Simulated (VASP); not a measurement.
Wanted: the native input for a VASP 6.6.1 run.

```yaml
Task: single point
Functional: PBE
Potentials_or_basis: VASP PAW PBE potentials, release 64 (Hf_pv, Si, O)
Cutoff: 520 eV
k_mesh: 6 × 6 × 6
Occupations: gaussian, width 0.012 eV
Spin: no spin polarisation
Dipole_correction: no
Further_INCAR_settings: ALGO = Normal; EDIFF = 1e-07; NBANDS = 50
```

The structure of HfSiO4 (Hafnon) lies in POSCAR:

```
HfSiO4
1.0
   -3.2862500000      3.2862500000      2.9816000000
    3.2862500000     -3.2862500000      2.9816000000
    3.2862500000      3.2862500000     -2.9816000000
Hf Si O
2 2 8
Direct
    0.0000000000      0.0000000000      0.0000000000
    0.7500000000      0.2500000000      0.5000000000
    0.5000000000      0.5000000000      0.0000000000
    0.2500000000      0.7500000000      0.5000000000
    0.6802000000      0.4957000000      0.8155000000
    0.2457000000      0.9302000000      0.3155000000
    0.6802000000      0.8647000000      0.1845000000
    0.6147000000      0.9302000000      0.6845000000
    0.0698000000      0.3853000000      0.3155000000
    0.5043000000      0.3198000000      0.1845000000
    0.0698000000      0.7543000000      0.6845000000
    0.1353000000      0.3198000000      0.8155000000
```

The input as run:

INCAR

```
PREC = Accurate ; ENCUT = 520
EDIFF = 1E-7 ; ISMEAR = 0
SIGMA = 0.012 ; LREAL = False
LASPH = True ; NELM = 80
ALGO = Normal ; ISIF = 2
LWAVE = False ; LCHARG = True
GGA = PE ; LELF = True
LVHAR = True ; NBANDS = 50
```

KPOINTS

```
regular mesh
0
Gamma
  6 6 6
```

Potentials or basis: VASP PAW PBE potentials, release 64 (Hf_pv, Si, O).

Command:

```bash
$ cat potpaw_PBE.64/Hf_pv/POTCAR potpaw_PBE.64/Si/POTCAR potpaw_PBE.64/O/POTCAR > POTCAR
$ mpirun -np 1 vasp_std > vasp.out
```

It gave:

```
Pressure               : 5.8 GPa
Largest force          : 0.530 eV/Å
Band gap on the k mesh : 5.41 eV, indirect (least direct gap 5.76 eV)
```

Caveat: spin-orbit coupling is left out, which moves the levels of the heavy elements.

It took 4.3 min on 1 thread of AMD EPYC 7R43 64-Core Processor (Zen 3) (shared host), peak memory 0.3 GiB.
